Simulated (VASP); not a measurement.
Wanted: the native input for a VASP 6.6.1 run.

| Item | Value |
| --- | --- |
| Task | single point |
| Functional | PBE |
| Potentials or basis | VASP PAW PBE potentials, release 64 (Ti_sv, W_sv) |
| Cutoff | 520 eV |
| k mesh | 4 × 4 × 4 |
| Occupations | gaussian, width 0.1 eV |
| Spin | no spin polarisation |
| Dipole correction | no |
| Further INCAR settings | ALGO = Normal; EDIFF = 1e-06; NBANDS = 39 |

The structure of Ti4W lies in POSCAR:

```
Ti4W
1.0
   -2.9747260451      2.9747260451      2.9747260451
    2.9747260451     -2.9747260451      2.9747260451
    2.9747260451      2.9747260451     -2.9747260451
Ti W
4 1
Direct
    0.5000297732      0.5000297732      0.5000297732
    0.4999702268      0.0000000000      0.0000000000
    0.0000000000      0.0000000000      0.4999702268
    0.0000000000      0.4999702268      0.0000000000
    0.0000000000      0.0000000000      0.0000000000
```

These files were run (other wordings do the same):

INCAR

```
ALGO = Normal
EDIFF = 1E-6
ENCUT = 520
GGA = PE
ISIF = 2
ISMEAR = 0
LASPH = True
LCHARG = True
LELF = True
LREAL = False
LVHAR = True
LWAVE = False
NBANDS = 39
NELM = 100
PREC = Accurate
SIGMA = 0.1
```

KPOINTS

```
k-points
0
Gamma
  4 4 4
```

Potentials or basis: VASP PAW PBE potentials, release 64 (Ti_sv, W_sv).

The run is started by

```sh
$ cat potpaw_PBE.64/Ti_sv/POTCAR potpaw_PBE.64/W_sv/POTCAR > POTCAR
$ mpirun -np 1 vasp_std > vasp.out
```

Results of the run:

```
Pressure               : -0.4 GPa
Band gap on the k mesh : zero (band 31 reaches 7.00 eV, above the bottom of band 32 at 5.94 eV)
```

Caveat: the k points lie up to 0.37 Å⁻¹ apart; spin-orbit coupling is left out, which moves the levels of the heavy elements.

Run time: 33 s on 1 thread of AMD EPYC 9R45 96-Core Processor (Zen 5), with other jobs on the host, peak memory 0.21 GiB.
